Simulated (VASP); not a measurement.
# ZnS (Imm2) in VASP: single point with PBE

Aim: the single point of ZnS with PBE.

All numbers are computed with VASP 6.6.1; they aren't measurements. Logs are shortened: lines on timing, memory, paths and dates and some standing lists are left out, and cuts for length are marked.

**1. The cell of the first run**

It takes space group Imm2 (No. 44, orthorhombic). The conventional cell has a = 3.849 Å, b = 3.849 Å, c = 5.443 Å, α = 90.00°, β = 90.00°, γ = 90.00°. Within 2.9 Å of Zn (site symmetry mm2) lie 4 S at 2.21 to 2.53 Å. S (site symmetry mm2) has 4 Zn at 2.21 to 2.53 Å within 2.9 Å.

**2. Single point, PBE (mode 4 (260.1 1/cm) frozen in, largest displacement +0.188 Å)**

File INCAR:

```
SYSTEM = ZnS
ALGO = Normal
EDIFF = 1E-6
ENCUT = 520
GGA = PE
ISIF = 2
ISMEAR = 0
LASPH = .TRUE.
LCHARG = .TRUE.
LELF = .TRUE.
LREAL = .FALSE.
LVHAR = .TRUE.
LWAVE = .FALSE.
NBANDS = 16
NELM = 100
PREC = Accurate
SIGMA = 0.05
```

File KPOINTS:

```
k-points
0
G
  8 8 8
  0 0 0
```

File POSCAR:

```
ZnS
1.0
    0.0000000000      2.7215639846      2.7215639846
    2.7215639846      0.0000000000      2.7215639846
    2.7215639846      2.7215639846      0.0000000000
Zn S
1 1
Direct
   -0.0168916210      0.0168916210     -0.0168916210
    0.7844471049      0.7155528951      0.7844471049
```

Potentials or basis: VASP PAW PBE potentials, release 64 (Zn, S).

Launch:

```console
cat potpaw_PBE.64/Zn/POTCAR potpaw_PBE.64/S/POTCAR > POTCAR
mpirun -np 1 vasp_std > vasp.out
```

OUTCAR:

```text
SYSTEM = ZnS
   EDIFF = 1E-6
   ENCUT = 520
   GGA = PE
   ISIF = 2
   ISMEAR = 0
   LASPH = .TRUE.
   LREAL = .FALSE.
   NELM = 100
   PREC = Accurate

 ion  position               nearest neighbor table
   1  0.983  0.017  0.983-   2 2.21   2 2.21   2 2.53   2 2.53
   2  0.784  0.716  0.784-   1 2.21   1 2.21   1 2.53   1 2.53

  LATTYP: Found a face centered cubic cell.
 ALAT       =     5.4431279692

  Lattice vectors:

 A1 = (   0.0000000000,   2.7215639846,   2.7215639846)
 A2 = (   2.7215639846,   0.0000000000,   2.7215639846)
 A3 = (   2.7215639846,   2.7215639846,   0.0000000000)

Analysis of symmetry for initial positions (statically):
=====================================================================
 Subroutine PRICEL returns:
 Original cell was already a primitive cell.

 Routine SETGRP: Setting up the symmetry group for a
 face centered cubic supercell.

 Subroutine GETGRP returns: Found  4 space group operations
 (whereof  4 operations were pure point group operations)
 out of a pool of 48 trial point group operations.

The static configuration has the point symmetry C_2v.

Analysis of symmetry for dynamics (positions and initial velocities):
=====================================================================
 Subroutine PRICEL returns:
 Original cell was already a primitive cell.

 Routine SETGRP: Setting up the symmetry group for a
 face centered cubic supercell.

 Subroutine GETGRP returns: Found  4 space group operations
 (whereof  4 operations were pure point group operations)
 out of a pool of 48 trial point group operations.

The dynamic configuration has the point symmetry C_2v.

 Subroutine INISYM returns: Found  4 space group operations
 (whereof  4 operations are pure point group operations),
 and found     1 'primitive' translations

----------------------------------------------------------------------------------------

                                     Primitive cell

  volume of cell :      40.3168

  direct lattice vectors                    reciprocal lattice vectors
     0.000000000  2.721563985  2.721563985    -0.183717893  0.183717893  0.183717893
     2.721563985  0.000000000  2.721563985     0.183717893 -0.183717893  0.183717893
     2.721563985  2.721563985  0.000000000     0.183717893  0.183717893 -0.183717893

  length of vectors
     3.848872698  3.848872698  3.848872698     0.318208724  0.318208724  0.318208724

  position of ions in fractional coordinates (direct lattice)
     0.983108379  0.016891621  0.983108379
     0.784447105  0.715552895  0.784447105

  ion indices of the primitive-cell ions
   primitive index   ion index
                 1           1
                 2           2

----------------------------------------------------------------------------------------

 KPOINTS: k-points

Automatic generation of k-mesh.
 Grid dimensions read from file:
 generate k-points for:    8    8    8

 Generating k-lattice:

  Cartesian coordinates                     Fractional coordinates (reciprocal lattice)
    -0.022964737  0.022964737  0.022964737     0.125000000  0.000000000  0.000000000
     0.022964737 -0.022964737  0.022964737     0.000000000  0.125000000  0.000000000
     0.022964737  0.022964737 -0.022964737     0.000000000  0.000000000  0.125000000

  Length of vectors
     0.039776091  0.039776091  0.039776091

  Shift w.r.t. Gamma in fractional coordinates (k-lattice)
     0.000000000  0.000000000  0.000000000

 Subroutine IBZKPT returns following result:
 ===========================================

 Found     95 irreducible k-points:

 Following reciprocal coordinates:
            Coordinates               Weight
  0.000000  0.000000  0.000000      1.000000
  0.125000  0.000000  0.000000      4.000000
  0.000000  0.125000  0.000000      4.000000
  0.250000  0.000000  0.000000      4.000000
  0.000000  0.250000  0.000000      4.000000
  0.375000  0.000000  0.000000      4.000000
[... 16 lines left out ...]
  0.500000  0.375000  0.500000      4.000000
 -0.375000  0.125000  0.000000      8.000000
 [... further k-points ...]
   k-points           NKPTS =     95   k-points in BZ     NKDIM =     95   number of bands    NBANDS=     16
   number of dos      NEDOS =    301   number of ions     NIONS =      2
   total plane-waves  NPLWV =  27000
   dimension x,y,z NGX =    30 NGY =   30 NGZ =   30
   dimension x,y,z NGXF=    60 NGYF=   60 NGZF=   60
   ions per type =               1   1
   NGX,Y,Z   is equivalent  to a cutoff of  12.96, 12.96, 12.96 a.u.
   NGXF,Y,Z  is equivalent  to a cutoff of  25.92, 25.92, 25.92 a.u.
 SYSTEM =  ZnS
   PREC   = accura    normal or accurate (medium, high low for compatibility)
   ISTART =      0    job   : 0-new  1-cont  2-samecut
   ICHARG =      2    charge: 1-file 2-atom 10-const
   ISPIN  =      1    spin polarized calculation?
   LNONCOLLINEAR =      F non collinear calculations
   LSORBIT =      F    spin-orbit coupling
   LASPH  =      T    aspherical Exc in radial PAW
   ENCUT  =  520.0 eV  38.22 Ry    6.18 a.u.   7.16  7.16  7.16*2*pi/ulx,y,z
   NELM   =    100;   NELMIN=  2; NELMDL= -5     # of ELM steps
   EDIFF  = 0.1E-05   stopping-criterion for ELM
   LREAL  =      F    real-space projection
   EDIFFG = 0.1E-04   stopping-criterion for IOM
   NSW    =      0    number of steps for IOM
   IBRION =     -1    ionic relax: 0-MD 1-quasi-New 2-CG
   NFREE  =      0    steps in history (QN), initial steepest desc. (CG)
   ISIF   =      2    stress and relaxation
   ISYM   =      2    0-nonsym 1-usesym 2-fastsym
   POTIM  = 0.5000    time-step for ionic-motion
   TEBEG  =    0.0;   TEEND  =   0.0 temperature during run
   PSTRESS=    0.0 pullay stress
   NELECT =      18.0000    total number of electrons
   NUPDOWN=      -1.0000    fix difference up-down
   EMIN   =  10.00;   EMAX   =-10.00  energy-range for DOS
   EFERMI =   0.00;   METHOD = LEGACY
   ISMEAR =     0;   SIGMA  =   0.05  broadening in eV -4-tet -1-fermi 0-gaus
   EFERMI_NEDOS =   21; number of points for ismear=-14 and -15
   IALGO  =     38    algorithm
   IMIX   =      4    mixing-type and parameters
     AMIX     =   0.40;   BMIX     =  1.00
     AMIX_MAG =   1.60;   BMIX_MAG =  1.00
  volume/ion in A,a.u.               =      20.16       136.04
  Fermi-wavevector in a.u.,A,eV,Ry     =   1.251230  2.364482 21.300959  1.565576
  Thomas-Fermi vector in A             =   2.385187
   LORBIT       =      0    0 simple, 1 ext, 2 COOP (PROOUT), +10 PAW based schemes
   GGA     = PE    functional components
   LHFCALC =     F    Hartree Fock is set to
   AEXX    =    0.0000 exact exchange contribution
   IVDW    =     0    specifies the selected vdW correction
   LEPSILON=     F    determine dielectric tensor
   LRPA    =     F    only Hartree local field effects (RPA)
 non-spin polarized calculation
 Gauss-broadening in eV      SIGMA  =   0.05
  energy-cutoff  :      520.00
  volume of cell :       40.32
 maximum number of plane-waves:      1106
 NGX is ok and might be reduce to    30
   NGX = 15   NGY = 15   NGZ = 15

 number of electron      18.0000008 magnetization

 Free energy of the ion-electron system (eV)
  ---------------------------------------------------
  ext. energy  EPLUGINS =         0.00000000
  ---------------------------------------------------
  free energy    TOTEN  =        -6.64654358 eV

  energy without entropy =       -6.64654358  energy(sigma->0) =       -6.64654358

 E-fermi :   2.3043     XC(G=0):  -9.5267

 val. band max:        2.0145569779   @ k =   0.0000   0.0000   0.0000
 cond. band min:       3.9775700146   @ k =   0.0000   0.0000   0.0000
 fundamental gap:      1.9630130367
 Fermi energy:         2.3042655468

 k-point     1 :       0.0000    0.0000    0.0000
  band No.  band energies     occupation
      1     -11.1578      2.00000
      2      -4.6601      2.00000
      3      -4.4752      2.00000
      4      -4.2959      2.00000
      5      -4.0157      2.00000
      6      -3.9940      2.00000
[... 8 lines left out ...]
     15      13.6351      0.00000
     16      13.6547      0.00000

 k-point     2 :       0.1250    0.0000    0.0000
  band No.  band energies     occupation
      1     -11.0533      2.00000
      2      -4.6413      2.00000
      3      -4.4690      2.00000
      4      -4.2883      2.00000
      5      -4.0162      2.00000
      6      -3.9909      2.00000
[... 8 lines left out ...]
     15      13.1134      0.00000
     16      14.3880      0.00000

 k-point     3 :       0.0000    0.1250    0.0000
  band No.  band energies     occupation
      1     -11.0391      2.00000
      2      -4.6663      2.00000
      3      -4.4346      2.00000
      4      -4.2809      2.00000
      5      -4.0189      2.00000
      6      -3.9991      2.00000
[... 8 lines left out ...]
     15      12.9485      0.00000
     16      14.2978      0.00000

 k-point     4 :       0.2500    0.0000    0.0000
  band No.  band energies     occupation
      1     -10.7828      2.00000
      2      -4.5975      2.00000
      3      -4.4475      2.00000
      4      -4.2404      2.00000
      5      -4.0135      2.00000
      6      -3.9769      2.00000
[... 8 lines left out ...]
     15      13.1376      0.00000
     16      13.8818      0.00000

 k-point     5 :       0.0000    0.2500    0.0000
  band No.  band energies     occupation
      1     -10.7275      2.00000
      2      -4.6535      2.00000
      3      -4.3245      2.00000
      4      -4.2565      2.00000
      5      -4.0132      2.00000
      6      -4.0073      2.00000
[... 8 lines left out ...]
     15      12.8479      0.00000
     16      14.0650      0.00000

 k-point     6 :       0.3750    0.0000    0.0000
  band No.  band energies     occupation
      1     -10.4809      2.00000
      2      -4.5573      2.00000
      3      -4.4266      2.00000
      4      -4.0602      2.00000
      5      -4.0040      2.00000
      6      -3.9488      2.00000
[... 8 lines left out ...]
     15      13.8258      0.00000
     16      14.4083      0.00000

 k-point     7 :       0.0000    0.3750    0.0000
  band No.  band energies     occupation
      1     -10.3707      2.00000
      2      -4.5537      2.00000
      3      -4.2517      2.00000
      4      -4.1606      2.00000
      5      -4.0000      2.00000
      6      -3.9854      2.00000
[... 8 lines left out ...]
     15      13.7648      0.00000
     16      14.0928      0.00000

 k-point     8 :       0.5000    0.0000    0.0000
  band No.  band energies     occupation
      1     -10.3445      2.00000
      2      -4.5420      2.00000
      3      -4.4221      2.00000
      4      -3.9976      2.00000
      5      -3.9542      2.00000
      6      -3.7901      2.00000
[... 8 lines left out ...]
     15      14.9122      0.00000
     16      15.6710      0.00000

 k-point     9 :       0.0000    0.5000    0.0000
  band No.  band energies     occupation
      1     -10.2054      2.00000
      2      -4.4588      2.00000
      3      -4.2549      2.00000
      4      -4.0212      2.00000
      5      -3.9679      2.00000
      6      -3.8457      2.00000
[... 8 lines left out ...]
     15      14.9046      0.00000
     16      15.6732      0.00000
[... 172 lines left out ...]
 k-point    19 :       0.3750    0.2500    0.3750
  band No.  band energies     occupation
      1     -10.4333      2.00000
      2      -4.5821      2.00000
      3      -4.2656      2.00000
      4      -4.2108      2.00000
      5      -3.9980      2.00000
      6      -3.9746      2.00000
[... 8 lines left out ...]
     15      14.7000      0.00000
     16      14.9956      0.00000

 k-point    20 :       0.5000    0.1250    0.0000
  band No.  band energies     occupation
      1     -10.2941      2.00000
      2      -4.5561      2.00000
      3      -4.3739      2.00000
      4      -4.0725      2.00000
      5      -3.9624      2.00000
      6      -3.7761      2.00000
[... 8 lines left out ...]
     15      15.0594      0.00000
     16      15.4949      0.00000

 k-point    21 :       0.0000    0.5000    0.1250
  band No.  band energies     occupation
      1     -10.1739      2.00000
      2      -4.4579      2.00000
      3      -4.2550      2.00000
      4      -4.0264      2.00000
      5      -4.0002      2.00000
      6      -3.8745      2.00000
[... 8 lines left out ...]
     15      15.0174      0.00000
     16      15.4627      0.00000

 k-point    22 :       0.1250    0.0000    0.5000
  band No.  band energies     occupation
      1     -10.3021      2.00000
      2      -4.5203      2.00000
      3      -4.4222      2.00000
      4      -3.9951      2.00000
      5      -3.9927      2.00000
      6      -3.7881      2.00000
[... 8 lines left out ...]
     15      14.9525      0.00000
     16      15.5275      0.00000

 k-point    23 :       0.5000    0.3750    0.5000
  band No.  band energies     occupation
      1     -10.1834      2.00000
      2      -4.4668      2.00000
      3      -4.2201      2.00000
      4      -4.1088      2.00000
      5      -3.9664      2.00000
      6      -3.8477      2.00000
[... 8 lines left out ...]
     15      14.9131      0.00000
     16      15.6525      0.00000

 k-point    24 :      -0.3750    0.1250    0.0000
  band No.  band energies     occupation
      1     -10.3364      2.00000
      2      -4.5588      2.00000
      3      -4.3716      2.00000
      4      -4.0627      2.00000
      5      -3.9706      2.00000
      6      -3.8614      2.00000
[... 8 lines left out ...]
     15      14.5140      0.00000
     16      15.6713      0.00000

 [... further k-points ...]
[... 5 lines left out ...]
  --------------------------------------------------------------------------------------
  -------------------------------------------------------------------------------------
  Total        0.8338104      0.2523567      0.8338104      0.0000000      0.0000000      1.4681912
  in kB       33.1354028     10.0285862     33.1354028      0.0000000      0.0000000     58.3455242
  external PRESSURE =      25.4331306 kB  Pullay stress =       0.0000000 kB

 VOLUME and BASIS-vectors are now :
 -----------------------------------------------------------------------------
  energy-cutoff  :      520.00
  volume of cell :       40.32
      direct lattice vectors                 reciprocal lattice vectors
     0.000000000  2.721563985  2.721563985    -0.183717893  0.183717893  0.183717893
     2.721563985  0.000000000  2.721563985     0.183717893 -0.183717893  0.183717893
     2.721563985  2.721563985  0.000000000     0.183717893  0.183717893 -0.183717893

 POSITION                                       TOTAL-FORCE (eV/Angst)
 -----------------------------------------------------------------------------------
      2.72156      5.35118      2.72156         0.000000      1.438205      0.000000
      4.08235      4.26985      4.08235        -0.000000     -1.438205     -0.000000
 -----------------------------------------------------------------------------------
    total drift:                               -0.000003      0.000123     -0.000003

  FREE ENERGIE OF THE ION-ELECTRON SYSTEM (eV)
  ---------------------------------------------------
  free  energy   TOTEN  =        -6.6465435769 eV

  energy  without entropy=       -6.6465435769  energy(sigma->0) =       -6.64654358
```

Wall time 37 s (1 thread of Intel Xeon Platinum 8488C (Sapphire Rapids), shared host); peak memory 0.21 GiB.

What came out:

* Free energy: -6.6465 eV
* Pressure: 2.5 GPa
* Largest force: 1.438 eV/Å
* Band gap on the k mesh: 1.96 eV, direct

Forces on the atoms (eV/Å):
```
Zn   0.000  1.438  0.000
S    0.000 -1.438  0.000
```

Caveat: the cell differs from its parent crystal (mode 4 (260.1 1/cm) frozen in, largest displacement +0.188 Å); forces of over 1 eV/Å act on the atoms, so gaps and moduli don't describe the material at rest.
